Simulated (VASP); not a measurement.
# ZnS (P6_3mc) in VASP: notebook

ZnS is run at these levels: r2SCAN; tasks: relaxation of shape and atoms at fixed volume, single point.

Program: VASP 6.6.1. These are calculated values, not measurements. Logs are shortened: lines on timing, memory, paths and dates and some standing lists are left out, and cuts for length are marked.

### 1 The cell of the first run

Symmetry: P6_3mc, No. 186, hexagonal system. Conventional cell: a = 3.768 Å, b = 3.768 Å, c = 6.183 Å, α = 90.00°, β = 90.00°, γ = 120.00°. Zn (site symmetry 3m) has 4 S at 2.31 Å within 3.1 Å. S (site symmetry 3m) has 4 Zn at 2.31 Å within 3.1 Å.

### 2 Relaxation of shape and atoms at fixed volume, r2SCAN (19.01 Å³/atom)

POSCAR reads:

```
ZnS
1.0
    3.7682673919      0.0000000000      0.0000000000
   -1.8841336960      3.2634152896      0.0000000000
    0.0000000000      0.0000000000      6.1826427163
Zn S
2 2
Direct
    0.3333333333      0.6666666667      0.0053880709
    0.6666666667      0.3333333333      0.5053880709
    0.3333333333      0.6666666667      0.3796119291
    0.6666666667      0.3333333333      0.8796119291
```

INCAR.step1 reads:

```
ALGO     = Normal         # electronic algorithm
EDIFF    = 1E-4           # SCF threshold, eV
ENCUT    = 600            # plane-wave cutoff, eV
GGA      = PE             # functional
ISMEAR   = 0              # smearing method
LASPH    = T              # aspherical terms in the spheres
LCHARG   = F              # write CHGCAR
LREAL    = F              # projectors in reciprocal space
LWAVE    = T              # write WAVECAR
NELM     = 100            # most SCF steps
PREC     = Accurate       # precision mode
SIGMA    = 0.02           # smearing width, eV
```

INCAR.step2 reads:

```
ALGO     = Normal         # electronic algorithm
EDIFF    = 1E-6           # SCF threshold, eV
EDIFFG   = -0.01          # ionic threshold
ENCUT    = 600            # plane-wave cutoff, eV
IBRION   = 2              # ionic algorithm
ISIF     = 4              # what is computed and relaxed
ISMEAR   = 0              # smearing method
ISTART   = 1            
LASPH    = T              # aspherical terms in the spheres
LCHARG   = F              # write CHGCAR
LMIXTAU  = T            
LREAL    = F              # projectors in reciprocal space
LWAVE    = F              # write WAVECAR
METAGGA  = R2SCAN         # meta-GGA
NELM     = 100            # most SCF steps
NSW      = 50             # ionic steps
PREC     = Accurate       # precision mode
SIGMA    = 0.02           # smearing width, eV
```

KPOINTS reads:

```
k-points
0
Gamma
  6 6 4
```

Potentials or basis: VASP PAW PBE potentials, release 64 (Zn, S).

Launch:

```
> cat potpaw_PBE.64/Zn/POTCAR potpaw_PBE.64/S/POTCAR > POTCAR
> cp INCAR.step1 INCAR
> mpirun -np 1 vasp_std > vasp.out
> cp INCAR.step2 INCAR
> mpirun -np 1 vasp_std > vasp.out
```

OUTCAR:

```text
EDIFF = 1E-6
   EDIFFG = -0.01
   ENCUT = 600
   IBRION = 2
   ISIF = 4
   ISMEAR = 0
   ISTART = 1
   LASPH = T
   LREAL = F
   METAGGA = R2SCAN
   NELM = 100
   NSW = 50
   PREC = Accurate

 ion  position               nearest neighbor table
   1  0.333  0.667  0.005-   4 2.31   4 2.31   4 2.31   3 2.31
   2  0.667  0.333  0.505-   3 2.31   3 2.31   3 2.31   4 2.31
   3  0.333  0.667  0.380-   2 2.31   2 2.31   2 2.31   1 2.31
   4  0.667  0.333  0.880-   1 2.31   1 2.31   1 2.31   2 2.31

  LATTYP: Found a hexagonal cell.
 ALAT       =     3.7682673919
 C/A-ratio  =     1.6407123151

  Lattice vectors:

 A1 = (   3.7682673919,   0.0000000000,   0.0000000000)
 A2 = (  -1.8841336960,   3.2634152896,   0.0000000000)
 A3 = (   0.0000000000,   0.0000000000,   6.1826427163)

Analysis of symmetry for initial positions (statically):
=====================================================================
 Subroutine PRICEL returns:
 Original cell was already a primitive cell.

 Routine SETGRP: Setting up the symmetry group for a
 hexagonal supercell.

 Subroutine GETGRP returns: Found 12 space group operations
 (whereof  6 operations were pure point group operations)
 out of a pool of 24 trial point group operations.

The static configuration has the point symmetry C_3v.
 The point group associated with its full space group is C_6v.

Analysis of symmetry for dynamics (positions and initial velocities):
=====================================================================
 Subroutine PRICEL returns:
 Original cell was already a primitive cell.

 Routine SETGRP: Setting up the symmetry group for a
 hexagonal supercell.

 Subroutine GETGRP returns: Found 12 space group operations
 (whereof  6 operations were pure point group operations)
 out of a pool of 24 trial point group operations.

The dynamic configuration has the point symmetry C_3v.
 The point group associated with its full space group is C_6v.

 Subroutine INISYM returns: Found 12 space group operations
 (whereof  6 operations are pure point group operations),
 and found     1 'primitive' translations

----------------------------------------------------------------------------------------

                                     Primitive cell

  volume of cell :      76.0306

  direct lattice vectors                    reciprocal lattice vectors
     3.768267392  0.000000000  0.000000000     0.265373949  0.153213721  0.000000000
    -1.884133696  3.263415290  0.000000000     0.000000000  0.306427442  0.000000000
     0.000000000  0.000000000  6.182642716     0.000000000  0.000000000  0.161743132

  length of vectors
     3.768267392  3.768267392  6.182642716     0.306427442  0.306427442  0.161743132

  position of ions in fractional coordinates (direct lattice)
     0.333333333  0.666666667  0.005388071
     0.666666667  0.333333333  0.505388071
     0.333333333  0.666666667  0.379611929
     0.666666667  0.333333333  0.879611929

  ion indices of the primitive-cell ions
   primitive index   ion index
                 1           1
                 2           2
                 3           3
                 4           4

----------------------------------------------------------------------------------------

 KPOINTS: k-points

Automatic generation of k-mesh.
 Grid dimensions read from file:
 generate k-points for:    6    6    4

 Generating k-lattice:

  Cartesian coordinates                     Fractional coordinates (reciprocal lattice)
     0.044228992  0.025535620  0.000000000     0.166666667  0.000000000  0.000000000
     0.000000000  0.051071240  0.000000000     0.000000000  0.166666667  0.000000000
     0.000000000  0.000000000  0.040435783     0.000000000  0.000000000  0.250000000

  Length of vectors
     0.051071240  0.051071240  0.040435783

  Shift w.r.t. Gamma in fractional coordinates (k-lattice)
     0.000000000  0.000000000  0.000000000

 Subroutine IBZKPT returns following result:
 ===========================================

 Found     21 irreducible k-points:

 Following reciprocal coordinates:
            Coordinates               Weight
  0.000000  0.000000  0.000000      1.000000
  0.166667  0.000000  0.000000      6.000000
  0.333333  0.000000  0.000000      6.000000
  0.500000  0.000000  0.000000      3.000000
  0.166667  0.166667  0.000000      6.000000
  0.333333  0.166667  0.000000     12.000000
[... 13 lines left out ...]
  0.333333  0.166667  0.500000     12.000000
  0.333333  0.333333  0.500000      2.000000
   k-points           NKPTS =     21   k-points in BZ     NKDIM =     21   number of bands    NBANDS=     22
   number of dos      NEDOS =    301   number of ions     NIONS =      4
   total plane-waves  NPLWV =  45000
   dimension x,y,z NGX =    30 NGY =   30 NGZ =   50
   dimension x,y,z NGXF=    60 NGYF=   60 NGZF=  100
   ions per type =               2   2
   NGX,Y,Z   is equivalent  to a cutoff of  13.24, 13.24, 13.44 a.u.
   NGXF,Y,Z  is equivalent  to a cutoff of  26.47, 26.47, 26.89 a.u.
 SYSTEM =  unknown system
   PREC   = accura    normal or accurate (medium, high low for compatibility)
   ISTART =      1    job   : 0-new  1-cont  2-samecut
   ICHARG =      0    charge: 1-file 2-atom 10-const
   ISPIN  =      1    spin polarized calculation?
   LNONCOLLINEAR =      F non collinear calculations
   LSORBIT =      F    spin-orbit coupling
   LASPH  =      T    aspherical Exc in radial PAW
   ENCUT  =  600.0 eV  44.10 Ry    6.64 a.u.   7.53  7.53 12.35*2*pi/ulx,y,z
   NELM   =    100;   NELMIN=  2; NELMDL=  0     # of ELM steps
   EDIFF  = 0.1E-05   stopping-criterion for ELM
   LREAL  =      F    real-space projection
   EDIFFG = -.1E-01   stopping-criterion for IOM
   NSW    =     50    number of steps for IOM
   IBRION =      2    ionic relax: 0-MD 1-quasi-New 2-CG
   NFREE  =      1    steps in history (QN), initial steepest desc. (CG)
   ISIF   =      4    stress and relaxation
   ISYM   =      2    0-nonsym 1-usesym 2-fastsym
   POTIM  = 0.5000    time-step for ionic-motion
   TEBEG  =    0.0;   TEEND  =   0.0 temperature during run
   PSTRESS=    0.0 pullay stress
   NELECT =      36.0000    total number of electrons
   NUPDOWN=      -1.0000    fix difference up-down
   EMIN   =  10.00;   EMAX   =-10.00  energy-range for DOS
   EFERMI =   0.00;   METHOD = LEGACY
   ISMEAR =     0;   SIGMA  =   0.02  broadening in eV -4-tet -1-fermi 0-gaus
   EFERMI_NEDOS =   21; number of points for ismear=-14 and -15
   IALGO  =     38    algorithm
   IMIX   =      4    mixing-type and parameters
     AMIX     =   0.40;   BMIX     =  1.00
     AMIX_MAG =   1.60;   BMIX_MAG =  1.00
  volume/ion in A,a.u.               =      19.01       128.27
  Fermi-wavevector in a.u.,A,eV,Ry     =   1.275987  2.411266 22.152229  1.628143
  Thomas-Fermi vector in A             =   2.408668
   LORBIT       =      0    0 simple, 1 ext, 2 COOP (PROOUT), +10 PAW based schemes
   METAGGA = R2SCAN    functional components
   LHFCALC =     F    Hartree Fock is set to
   AEXX    =    0.0000 exact exchange contribution
   IVDW    =     0    specifies the selected vdW correction
   LEPSILON=     F    determine dielectric tensor
   LRPA    =     F    only Hartree local field effects (RPA)
 conjugate gradient relaxation of ions
 non-spin polarized calculation
 Gauss-broadening in eV      SIGMA  =   0.02
  energy-cutoff  :      600.00
  volume of cell :       76.03
 maximum number of plane-waves:      2562
   NGX = 15   NGY = 15   NGZ = 25

 number of electron      35.9999987 magnetization

 Free energy of the ion-electron system (eV)
  ---------------------------------------------------
  ext. energy  EPLUGINS =         0.00000000
  ---------------------------------------------------
  free energy    TOTEN  =       -37.70509108 eV

  energy without entropy =      -37.70509108  energy(sigma->0) =      -37.70509108

 E-fermi :   2.3329     XC(G=0): -10.4664

 val. band max:        2.2089262179   @ k =   0.0000   0.0000   0.0000
 cond. band min:       5.1431889977   @ k =   0.0000   0.0000   0.0000
 fundamental gap:      2.9342627798
 Fermi energy:         2.3329161714

 k-point     1 :       0.0000    0.0000    0.0000
  band No.  band energies     occupation
      1     -11.7688      2.00000
      2     -10.7500      2.00000
      3      -4.4559      2.00000
      4      -4.4391      2.00000
      5      -4.4391      2.00000
      6      -4.3427      2.00000
[... 14 lines left out ...]
     21       8.9813      0.00000
     22       8.9814      0.00000

 k-point     2 :       0.1667    0.0000    0.0000
  band No.  band energies     occupation
      1     -11.5705      2.00000
      2     -10.6418      2.00000
      3      -4.4552      2.00000
      4      -4.4139      2.00000
      5      -4.4004      2.00000
      6      -4.3169      2.00000
[... 14 lines left out ...]
     21       8.4640      0.00000
     22       9.4870      0.00000

 k-point     3 :       0.3333    0.0000    0.0000
  band No.  band energies     occupation
      1     -11.0931      2.00000
      2     -10.4480      2.00000
      3      -4.4465      2.00000
      4      -4.3464      2.00000
      5      -4.3386      2.00000
      6      -4.1796      2.00000
[... 14 lines left out ...]
     21       8.1785      0.00000
     22       9.5295      0.00000

 k-point     4 :       0.5000    0.0000    0.0000
  band No.  band energies     occupation
      1     -10.7619      2.00000
      2     -10.4083      2.00000
      3      -4.4284      2.00000
      4      -4.3179      2.00000
      5      -4.1852      2.00000
      6      -4.1519      2.00000
[... 14 lines left out ...]
     21       7.6337      0.00000
     22       9.5581      0.00000

 k-point     5 :       0.1667    0.1667    0.0000
  band No.  band energies     occupation
      1     -11.2286      2.00000
      2     -10.4900      2.00000
      3      -4.4109      2.00000
      4      -4.3858      2.00000
      5      -4.3511      2.00000
      6      -4.2589      2.00000
[... 342 lines left out ...]
 k-point    19 :       0.1667    0.1667    0.5000
  band No.  band energies     occupation
      1     -10.8753      2.00000
      2     -10.8753      2.00000
      3      -4.4310      2.00000
      4      -4.4310      2.00000
      5      -4.3000      2.00000
      6      -4.3000      2.00000
[... 14 lines left out ...]
     21       8.6552      0.00000
     22       8.6552      0.00000

 k-point    20 :       0.3333    0.1667    0.5000
  band No.  band energies     occupation
      1     -10.5803      2.00000
      2     -10.5803      2.00000
      3      -4.3824      2.00000
      4      -4.3824      2.00000
      5      -4.2239      2.00000
      6      -4.2239      2.00000
[... 14 lines left out ...]
     21       8.6095      0.00000
     22       8.6095      0.00000

 k-point    21 :       0.3333    0.3333    0.5000
  band No.  band energies     occupation
      1     -10.4789      2.00000
      2     -10.4789      2.00000
      3      -4.2970      2.00000
      4      -4.2970      2.00000
      5      -4.2568      2.00000
      6      -4.2568      2.00000
[... 14 lines left out ...]
     21       8.9002      0.00000
     22       8.9002      0.00000

------------------------ aborting loop because EDIFF is reached ----------------------------------------

  FORCE on cell =-STRESS in cart. coord.  units (eV):
  Direction    XX          YY          ZZ          XY          YZ          ZX
  --------------------------------------------------------------------------------------
  -------------------------------------------------------------------------------------
  Total        1.2066920      1.2066920      1.2248101     -0.0000000      0.0000000      0.0000000
  in kB       25.4283867     25.4283867     25.8101854     -0.0000000      0.0000000      0.0000000
  external PRESSURE =      25.5556529 kB  Pullay stress =       0.0000000 kB

 VOLUME and BASIS-vectors are now :
 -----------------------------------------------------------------------------
  energy-cutoff  :      600.00
  volume of cell :       76.03
      direct lattice vectors                 reciprocal lattice vectors
     3.768267392  0.000000000  0.000000000     0.265373949  0.153213721  0.000000000
    -1.884133696  3.263415290  0.000000000     0.000000000  0.306427442  0.000000000
     0.000000000  0.000000000  6.182642716     0.000000000  0.000000000  0.161743132

 POSITION                                       TOTAL-FORCE (eV/Angst)
 -----------------------------------------------------------------------------------
     -0.00000      2.17561      0.03331         0.000000      0.000000      0.009206
      1.88413      1.08781      3.12463        -0.000000      0.000000      0.009206
     -0.00000      2.17561      2.34700        -0.000000     -0.000000     -0.009206
      1.88413      1.08781      5.43833        -0.000000     -0.000000     -0.009206
 -----------------------------------------------------------------------------------
    total drift:                               -0.000000     -0.000000      0.013445

  FREE ENERGIE OF THE ION-ELECTRON SYSTEM (eV)
  ---------------------------------------------------
  free  energy   TOTEN  =       -37.7050910806 eV

  energy  without entropy=      -37.7050910806  energy(sigma->0) =      -37.70509108

 reached required accuracy - stopping structural energy minimisation
```

It took 80 s on 1 thread of Intel Xeon 6975P-C (Granite Rapids), shared host; peak memory 0.22 GiB.

What came out:

```yaml
Free_energy: -37.7051 eV
Pressure_after_relaxing: 2.6 GPa
Largest_force_after_relaxing: 0.009 eV/Å
Band_gap_on_the_k_mesh: 2.93 eV
```

Forces on the atoms (eV/Å):
```
Zn   0.000  0.000  0.009
Zn   0.000  0.000  0.009
S    0.000  0.000 -0.009
S    0.000  0.000 -0.009
```

Final structure:
```
CELL_PARAMETERS angstrom
3.76827 0.00000 0.00000
-1.88413 3.26342 0.00000
0.00000 0.00000 6.18264
ATOMIC_POSITIONS crystal
Zn 0.33333 0.66667 0.00539
Zn 0.66667 0.33333 0.50539
S 0.33333 0.66667 0.37961
S 0.66667 0.33333 0.87961
```

Caveat: the relaxation stopped at its first step, so nothing moved; the PAW data sets were made with another functional, which shifts forces and pressure a little.

[end of part 1 of 2]
